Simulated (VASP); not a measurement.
# CuO (Cccm) in VASP: single point with PBE+U

Aim: the single point of CuO with PBE+U.

All numbers are computed with VASP 6.6.1; they aren't measurements. Logs are shortened: lines on timing, memory, paths and dates and some standing lists are left out, and cuts for length are marked.

### Step 1. The cell of the first run

Symmetry: Cccm, No. 66, orthorhombic system. Conventional cell: a = 3.873 Å, b = 4.189 Å, c = 5.015 Å, α = 90.00°, β = 90.00°, γ = 90.00°. Cu (site symmetry 2/m) has 4 O at 1.90 Å within 2.5 Å. O (site symmetry 222) has 4 Cu at 1.90 Å and 2 O at 2.51 Å within 2.6 Å.

### Step 2. Single point, PBE+U, collinear spin

File INCAR:

```
PREC = Accurate
ENCUT = 520
EDIFF = 1E-6
ISMEAR = 0
SIGMA = 0.1
LREAL = F
LASPH = T
NELM = 150
ALGO = Normal
ISIF = 2
LWAVE = F
LCHARG = F
ISPIN = 2
MAGMOM = 1 1 0 0
LORBIT = 11
LMAXMIX = 4
LDAU = T
LDAUTYPE = 2
LDAUL = 2 -1
LDAUU = 4 0
LDAUJ = 0 0
LDAUPRINT = 1
GGA = PE
NBANDS = 29
```

File KPOINTS:

```
Automatic mesh
0
Gamma
  14 14 8
```

File POSCAR:

```
CuO
1.0
    1.9363932302     -2.0945186667      0.0000000000
    1.9363932302      2.0945186667      0.0000000000
    0.0000000000      0.0000000000      5.0145979616
Cu O
2 2
Direct
    0.0000000000      0.5000000000      0.0000000000
    0.5000000000      0.0000000000      0.5000000000
    0.5000000000      0.5000000000      0.2500000000
    0.5000000000      0.5000000000      0.7500000000
```

Potentials or basis: VASP PAW PBE potentials, release 64 (Cu, O).

Started as:

```bash
$ cat potpaw_PBE.64/Cu/POTCAR potpaw_PBE.64/O/POTCAR > POTCAR
$ mpirun -np 1 vasp_std > vasp.out
```

OUTCAR:

```text
PREC = Accurate
   ENCUT = 520
   EDIFF = 1E-6
   ISMEAR = 0
   LREAL = F
   LASPH = T
   NELM = 150
   ISIF = 2
   ISPIN = 2
   LORBIT = 11
   GGA = PE

 ion  position               nearest neighbor table
   1  0.000  0.500  0.000-   3 1.90   4 1.90   3 1.90   4 1.90
   2  0.500  0.000  0.500-   3 1.90   4 1.90   3 1.90   4 1.90
   3  0.500  0.500  0.250-   1 1.90   2 1.90   2 1.90   1 1.90
   4  0.500  0.500  0.750-   1 1.90   2 1.90   2 1.90   1 1.90

  LATTYP: Found a base centered orthorhombic cell.
 ALAT       =     3.8727864604
 B/A-ratio  =     1.0816597755
 C/A-ratio  =     1.2948294498

  Lattice vectors:

 A1 = (   1.9363932302,  -2.0945186667,   0.0000000000)
 A2 = (   1.9363932302,   2.0945186667,   0.0000000000)
 A3 = (   0.0000000000,   0.0000000000,   5.0145979616)

Analysis of symmetry for initial positions (statically):
=====================================================================
 Subroutine PRICEL returns:
 Original cell was already a primitive cell.

 Routine SETGRP: Setting up the symmetry group for a
 base centered orthorhombic supercell.

 Subroutine GETGRP returns: Found  8 space group operations
 (whereof  4 operations were pure point group operations)
 out of a pool of  8 trial point group operations.

The static configuration has the point symmetry C_2h.
 The point group associated with its full space group is D_2h.

Analysis of symmetry for dynamics (positions and initial velocities):
=====================================================================
 Subroutine PRICEL returns:
 Original cell was already a primitive cell.

 Routine SETGRP: Setting up the symmetry group for a
 base centered orthorhombic supercell.

 Subroutine GETGRP returns: Found  8 space group operations
 (whereof  4 operations were pure point group operations)
 out of a pool of  8 trial point group operations.

The dynamic configuration has the point symmetry C_2h.
 The point group associated with its full space group is D_2h.

Analysis of structural, dynamic, and magnetic symmetry:
=====================================================================
 Subroutine PRICEL returns:
 Original cell was already a primitive cell.

 Routine SETGRP: Setting up the symmetry group for a
 base centered orthorhombic supercell.

 Subroutine GETGRP returns: Found  8 space group operations
 (whereof  4 operations were pure point group operations)
 out of a pool of  8 trial point group operations.

The overall configuration has the point symmetry C_2h.
 The point group associated with its full space group is D_2h.

 Subroutine INISYM returns: Found  8 space group operations
 (whereof  4 operations are pure point group operations),
 and found     1 'primitive' translations

----------------------------------------------------------------------------------------

                                     Primitive cell

  volume of cell :      40.6765

  direct lattice vectors                    reciprocal lattice vectors
     1.936393230 -2.094518667  0.000000000     0.258212016 -0.238718331  0.000000000
     1.936393230  2.094518667  0.000000000     0.258212016  0.238718331  0.000000000
     0.000000000  0.000000000  5.014597962     0.000000000  0.000000000  0.199417781

  length of vectors
     2.852477377  2.852477377  5.014597962     0.351653077  0.351653077  0.199417781

  position of ions in fractional coordinates (direct lattice)
     0.000000000  0.500000000  0.000000000
     0.500000000  0.000000000  0.500000000
     0.500000000  0.500000000  0.250000000
     0.500000000  0.500000000  0.750000000

  ion indices of the primitive-cell ions
   primitive index   ion index
                 1           1
                 2           2
                 3           3
                 4           4

----------------------------------------------------------------------------------------

 KPOINTS: Automatic mesh

Automatic generation of k-mesh.
[... 79 lines left out ...]
   EMIN   =  10.00;   EMAX   =-10.00  energy-range for DOS
   EFERMI =   0.00;   METHOD = LEGACY
   ISMEAR =     0;   SIGMA  =   0.10  broadening in eV -4-tet -1-fermi 0-gaus
   EFERMI_NEDOS =   21; number of points for ismear=-14 and -15
   IALGO  =     38    algorithm
   IMIX   =      4    mixing-type and parameters
     AMIX     =   0.40;   BMIX     =  1.00
     AMIX_MAG =   1.60;   BMIX_MAG =  1.00
  volume/ion in A,a.u.               =      10.17        68.62
  Fermi-wavevector in a.u.,A,eV,Ry     =   1.542126  2.914195 32.356727  2.378152
  Thomas-Fermi vector in A             =   2.647975
   LORBIT       =     11    0 simple, 1 ext, 2 COOP (PROOUT), +10 PAW based schemes
 LDA+U is selected, type is set to LDAUTYPE =  2
   angular momentum for each species LDAUL =     2   -1
   U (eV)           for each species LDAUU =   4.0  0.0
   J (eV)           for each species LDAUJ =   0.0  0.0
   GGA     = PE    functional components
   LHFCALC =     F    Hartree Fock is set to
   AEXX    =    0.0000 exact exchange contribution
   IVDW    =     0    specifies the selected vdW correction
   LEPSILON=     F    determine dielectric tensor
   LRPA    =     F    only Hartree local field effects (RPA)
 spin polarized calculation
 Gauss-broadening in eV      SIGMA  =   0.10
  energy-cutoff  :      520.00
  volume of cell :       40.68
 maximum number of plane-waves:      1118
 NGX is ok and might be reduce to    24
   NGX = 11   NGY = 11   NGZ = 19

atom =   1  type =  1  l = 2

 onsite density matrix

spin component  1

  0.9533  0.0000  0.0141  0.0000 -0.0008
  0.0000  1.0074  0.0000 -0.0315  0.0000
  0.0141  0.0000  0.9743  0.0000  0.0007
  0.0000 -0.0315  0.0000  1.0024  0.0000
 -0.0008  0.0000  0.0007  0.0000  0.9748

spin component  2

  0.9458  0.0000  0.0168  0.0000 -0.0006
  0.0000  0.6746  0.0000  0.2641  0.0000
  0.0168  0.0000  0.9679  0.0000  0.0007
  0.0000  0.2641  0.0000  0.7264  0.0000
 -0.0006  0.0000  0.0007  0.0000  0.9644

 occupancies and eigenvectors

  o =  0.4351  v =  0.0000  0.0000  0.0000  0.0000  0.0000 -0.0000  0.7408  0.0000 -0.6717  0.0000      0.0000  0.0000  0.0000  0.0000  0.0000  0.0000  0.0000  0.0000  0.0000  0.0000
  o =  0.9368  v =  0.0000  0.0000  0.0000  0.0000  0.0000  0.8801 -0.0000 -0.4739 -0.0000  0.0301      0.0000  0.0000  0.0000  0.0000  0.0000  0.0000  0.0000  0.0000  0.0000  0.0000
  o =  0.9462  v =  0.8927 -0.0000 -0.4491 -0.0000  0.0370  0.0000  0.0000  0.0000  0.0000  0.0000      0.0000  0.0000  0.0000  0.0000  0.0000  0.0000  0.0000  0.0000  0.0000  0.0000
  o =  0.9644  v =  0.0000  0.0000  0.0000  0.0000  0.0000  0.0402  0.0000  0.0114  0.0000 -0.9991      0.0000  0.0000  0.0000  0.0000  0.0000  0.0000  0.0000  0.0000  0.0000  0.0000
  o =  0.9659  v =  0.0000  0.0000  0.0000  0.0000  0.0000 -0.0000 -0.6717 -0.0000 -0.7408 -0.0000      0.0000  0.0000  0.0000  0.0000  0.0000  0.0000  0.0000  0.0000  0.0000  0.0000
  o =  0.9733  v =  0.0000  0.6784  0.0000  0.7347  0.0000  0.0000  0.0000  0.0000  0.0000  0.0000      0.0000  0.0000  0.0000  0.0000  0.0000  0.0000  0.0000  0.0000  0.0000  0.0000
  o =  0.9748  v =  0.0484  0.0000  0.0139  0.0000 -0.9987  0.0000  0.0000  0.0000  0.0000  0.0000      0.0000  0.0000  0.0000  0.0000  0.0000  0.0000  0.0000  0.0000  0.0000  0.0000
  o =  0.9769  v =  0.0000  0.0000  0.0000  0.0000  0.0000 -0.4732  0.0000 -0.8805  0.0000 -0.0291      0.0000  0.0000  0.0000  0.0000  0.0000  0.0000  0.0000  0.0000  0.0000  0.0000
  o =  0.9814  v = -0.4481  0.0000 -0.8934  0.0000 -0.0342  0.0000  0.0000  0.0000  0.0000  0.0000      0.0000  0.0000  0.0000  0.0000  0.0000  0.0000  0.0000  0.0000  0.0000  0.0000
  o =  1.0365  v = -0.0000  0.7347 -0.0000 -0.6784 -0.0000  0.0000  0.0000  0.0000  0.0000  0.0000      0.0000  0.0000  0.0000  0.0000  0.0000  0.0000  0.0000  0.0000  0.0000  0.0000

atom =   2  type =  1  l = 2

 onsite density matrix

spin component  1

  0.9533  0.0000 -0.0141  0.0000  0.0008
  0.0000  1.0074  0.0000  0.0315  0.0000
 -0.0141  0.0000  0.9743  0.0000  0.0007
  0.0000  0.0315  0.0000  1.0024  0.0000
  0.0008  0.0000  0.0007  0.0000  0.9748

spin component  2

  0.9458  0.0000 -0.0168  0.0000  0.0006
  0.0000  0.6746  0.0000 -0.2641  0.0000
 -0.0168  0.0000  0.9679  0.0000  0.0007
  0.0000 -0.2641  0.0000  0.7264  0.0000
  0.0006  0.0000  0.0007  0.0000  0.9644

 occupancies and eigenvectors

  o =  0.4351  v =  0.0000  0.0000  0.0000  0.0000  0.0000  0.0000 -0.7408  0.0000 -0.6717  0.0000      0.0000  0.0000  0.0000  0.0000  0.0000  0.0000  0.0000  0.0000  0.0000  0.0000
  o =  0.9368  v =  0.0000  0.0000  0.0000  0.0000  0.0000  0.8801 -0.0000  0.4739  0.0000 -0.0301      0.0000  0.0000  0.0000  0.0000  0.0000  0.0000  0.0000  0.0000  0.0000  0.0000
  o =  0.9462  v =  0.8927 -0.0000  0.4491  0.0000 -0.0370  0.0000  0.0000  0.0000  0.0000  0.0000      0.0000  0.0000  0.0000  0.0000  0.0000  0.0000  0.0000  0.0000  0.0000  0.0000
  o =  0.9644  v =  0.0000  0.0000  0.0000  0.0000  0.0000 -0.0402 -0.0000  0.0114  0.0000 -0.9991      0.0000  0.0000  0.0000  0.0000  0.0000  0.0000  0.0000  0.0000  0.0000  0.0000
  o =  0.9659  v =  0.0000  0.0000  0.0000  0.0000  0.0000  0.0000  0.6717 -0.0000 -0.7408 -0.0000      0.0000  0.0000  0.0000  0.0000  0.0000  0.0000  0.0000  0.0000  0.0000  0.0000
  o =  0.9733  v = -0.0000 -0.6784  0.0000  0.7347 -0.0000  0.0000  0.0000  0.0000  0.0000  0.0000      0.0000  0.0000  0.0000  0.0000  0.0000  0.0000  0.0000  0.0000  0.0000  0.0000
  o =  0.9748  v = -0.0484  0.0000  0.0139 -0.0000 -0.9987  0.0000  0.0000  0.0000  0.0000  0.0000      0.0000  0.0000  0.0000  0.0000  0.0000  0.0000  0.0000  0.0000  0.0000  0.0000
  o =  0.9769  v =  0.0000  0.0000  0.0000  0.0000  0.0000 -0.4732  0.0000  0.8805 -0.0000  0.0291      0.0000  0.0000  0.0000  0.0000  0.0000  0.0000  0.0000  0.0000  0.0000  0.0000
  o =  0.9814  v = -0.4481  0.0000  0.8934 -0.0000  0.0342  0.0000  0.0000  0.0000  0.0000  0.0000      0.0000  0.0000  0.0000  0.0000  0.0000  0.0000  0.0000  0.0000  0.0000  0.0000
  o =  1.0365  v =  0.0000 -0.7347 -0.0000 -0.6784  0.0000  0.0000  0.0000  0.0000  0.0000  0.0000      0.0000  0.0000  0.0000  0.0000  0.0000  0.0000  0.0000  0.0000  0.0000  0.0000

 number of electron      33.9999993 magnetization       1.9456039

 Free energy of the ion-electron system (eV)
  ---------------------------------------------------
  ext. energy  EPLUGINS =         0.00000000
  ---------------------------------------------------
  free energy    TOTEN  =       -17.06501295 eV

  energy without entropy =      -17.06303475  energy(sigma->0) =      -17.06402385

 E-fermi :   5.7367     XC(G=0): -11.7406

 val. band max:        5.7295571118   @ k =   0.5000   0.2857   0.0000
 cond. band min:       5.7401055536   @ k =  -0.4286   0.4286   0.1250
 fundamental gap:      0.0105484418
 Fermi energy:         5.7366674107

 spin component 1

 k-point     1 :       0.0000    0.0000    0.0000
  band No.  band energies     occupation
      1     -14.5740      1.00000
      2     -13.0002      1.00000
      3      -3.3580      1.00000
      4      -1.8778      1.00000
      5      -1.7186      1.00000
      6       0.2208      1.00000
[... 1529 lines left out ...]
     28      26.3330      0.00000
     29      27.4298      0.00000

 [... further k-points ...]
[... 5 lines left out ...]
  --------------------------------------------------------------------------------------
  -------------------------------------------------------------------------------------
  Total        3.1880272      3.3912937      5.5477866      0.0000000      0.0000000      0.0000000
  in kB      125.5708099    133.5771218    218.5176008      0.0000000      0.0000000      0.0000000
  external PRESSURE =     159.2218442 kB  Pullay stress =       0.0000000 kB

 VOLUME and BASIS-vectors are now :
 -----------------------------------------------------------------------------
  energy-cutoff  :      520.00
  volume of cell :       40.68
      direct lattice vectors                 reciprocal lattice vectors
     1.936393230 -2.094518667  0.000000000     0.258212016 -0.238718331  0.000000000
     1.936393230  2.094518667  0.000000000     0.258212016  0.238718331  0.000000000
     0.000000000  0.000000000  5.014597962     0.000000000  0.000000000  0.199417781

 POSITION                                       TOTAL-FORCE (eV/Angst)
 -----------------------------------------------------------------------------------
      0.96820      1.04726      0.00000        -0.000000      0.000000      0.000000
      0.96820     -1.04726      2.50730         0.000000      0.000000      0.000000
      1.93639      0.00000      1.25365        -0.000000     -0.000000      0.000000
      1.93639      0.00000      3.76095        -0.000000     -0.000000      0.000000
 -----------------------------------------------------------------------------------
    total drift:                                0.000000     -0.000000     -0.000000

  FREE ENERGIE OF THE ION-ELECTRON SYSTEM (eV)
  ---------------------------------------------------
  free  energy   TOTEN  =       -17.0650129458 eV

  energy  without entropy=      -17.0630347503  energy(sigma->0) =      -17.06402385

 total charge

# of ion       s       p       d       tot
------------------------------------------
    1        0.420   0.455   9.169  10.043
    2        0.420   0.455   9.169  10.043
    3        1.559   3.479   0.000   5.037
    4        1.559   3.479   0.000   5.037
--------------------------------------------------
tot          3.956   7.866  18.338  30.160

 magnetization (x)

# of ion       s       p       d       tot
------------------------------------------
    1       -0.006   0.002   0.633   0.629
    2       -0.006   0.002   0.633   0.629
    3        0.022   0.281   0.000   0.303
    4        0.022   0.281   0.000   0.303
--------------------------------------------------
tot          0.033   0.565   1.266   1.864
```

It took 6.7 min on 1 thread of Oxide Virtual Turin-like, shared host; peak memory 0.5 GiB.

Results:

```yaml
Free_energy: -17.0650 eV
Pressure: 15.9 GPa
Net_moment: 1.95 μB per cell
Site_moments: Cu +0.63; O +0.30 μB
Valence_electrons_inside_the_program's_atomic_spheres: Cu 10.04; O 5.04
```

Stress tensor (GPa, compression positive):
```
12.56  0.00  0.00
 0.00 13.36  0.00
 0.00  0.00 21.85
```

Eigenvalues of the final occupation matrices:
```
    site  spin  trace               eigenvalues
site 1 d     1   4.91  0.95 0.97 0.97 0.98 1.04
site 1 d     2   4.28  0.44 0.94 0.96 0.97 0.98
site 2 d     1   4.91  0.95 0.97 0.97 0.98 1.04
site 2 d     2   4.28  0.44 0.94 0.96 0.97 0.98
```

Caveat: the stress differs along the axes, from 13 to 22 GPa.
